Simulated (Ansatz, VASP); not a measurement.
## Rb: VASP beside Ansatz

File POSCAR:

```
Rb
1.0
    0.0000000000      5.4152409141      5.4152409141
    5.4152409141      0.0000000000      5.4152409141
    5.4152409141      5.4152409141      0.0000000000
Rb
2
Direct
    0.1250000000      0.1250000000      0.1250000000
    0.8750000000      0.8750000000      0.8750000000
```

Contents of INCAR.step1:

```
SYSTEM = Rb
PREC = Accurate ; ENCUT = 520
ISMEAR = -1 ; SIGMA = 0.1
LREAL = .False. ; LASPH = .True.
NELM = 80 ; NBANDS = 16
GGA = PE ; ALGO = Normal
EDIFF = 1E-4 ; LWAVE = .True.
LCHARG = .False.
```

The input INCAR.step2:

```
SYSTEM = Rb
PREC = Accurate ; ENCUT = 520
EDIFF = 1E-6 ; ISMEAR = -1
SIGMA = 0.1 ; LREAL = .False.
LASPH = .True. ; NELM = 80
ALGO = Normal ; ISIF = 2
LWAVE = .False. ; LCHARG = .False.
METAGGA = R2SCAN ; LMIXTAU = .True.
NBANDS = 16 ; ISTART = 1
```

File KPOINTS:

```
Automatic mesh
0
Gamma
  6 6 6
  0 0 0
```

Input for Ansatz:

```yaml
crystal:
  lattice:
    - [0.0, 5.4152409141, 5.4152409141]
    - [5.4152409141, 0.0, 5.4152409141]
    - [5.4152409141, 5.4152409141, 0.0]
  atoms:
    - { symbol: Rb, position: [0.125, 0.125, 0.125] }
    - { symbol: Rb, position: [0.875, 0.875, 0.875] }
hamiltonian:
  xc: r2scan
  pseudopotentials:
    kind: paw
    azcp:
      Rb: "pseudopotentials/Rb.paw.azcp"
basis:
  ecutwfc: 500
  fft_grid_basis: typed
kpoints:
  mp_grid: { grid: [6, 6, 6], shift: [0, 0, 0] }
magnetization:
  spin_polarized: false
scf:
  occupations: { method: fermi_dirac, width: 0.1 }
  lower_state_search: "off"
output:
  stress: true
  write_density: true
  write_potential: true
  elf: true
  volumetric_format: npy
```

Alike in both runs: task single point; functional r2SCAN; k mesh 6 × 6 × 6; occupations fermi-dirac, width 0.1 eV; no spin polarisation.

|  | VASP | Ansatz |
| --- | --- | --- |
| version | VASP 6.6.1 | Ansatz 0.2.0 |
| potentials or method | VASP PAW PBE potentials, release 64 (Rb_sv), cutoff 520 eV | plane waves (500 eV) with PAW, scalar-relativistic |
| valence electrons in the cell | 18 | 18 |

```tsv
	VASP	Ansatz	Ansatz less VASP
pressure (GPa)	-0.1	-0.1	0.00
```

VASP's potentials were made for PBE, not for r2SCAN.
